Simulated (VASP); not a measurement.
Here is a VASP 6.6.1 calculation.

INCAR

```
PREC = Accurate
ENCUT = 520
EDIFF = 1E-7
ISMEAR = 0
SIGMA = 0.1
LREAL = False
LASPH = True
NELM = 100
ALGO = Normal
ISIF = 2
LWAVE = False
LCHARG = False
GGA = PS
NBANDS = 62
```

File KPOINTS:

```
Automatic mesh
0
Gamma
  4 4 4
```

File POSCAR:

```
V
1.0
    4.7357238486      0.0000000000      0.0000000000
    0.0000000000      4.7357238486      0.0000000000
    0.0000000000      0.0000000000      4.7357238486
V
8
Direct
    0.5000000000      0.5000000000      0.5000000000
    0.0000000000      0.0000000000      0.0000000000
    0.2500000000      0.0000000000      0.5000000000
    0.5000000000      0.2500000000      0.0000000000
    0.5000000000      0.7500000000      0.0000000000
    0.7500000000      0.0000000000      0.5000000000
    0.0000000000      0.5000000000      0.7500000000
    0.0000000000      0.5000000000      0.2500000000
```

Potentials or basis: VASP PAW PBE potentials, release 64 (V_sv).

Command:

```bash
$ cat potpaw_PBE.64/V_sv/POTCAR > POTCAR
$ mpirun -np 1 vasp_std > vasp.out
```

(1) Estimate the pressure.

(2) Estimate the band gap on the k mesh.

Answers

(1) -0.1 GPa.

(2) zero (filled and empty bands touch).

Caveat: the PAW data sets were made with another functional, which shifts forces and pressure a little.
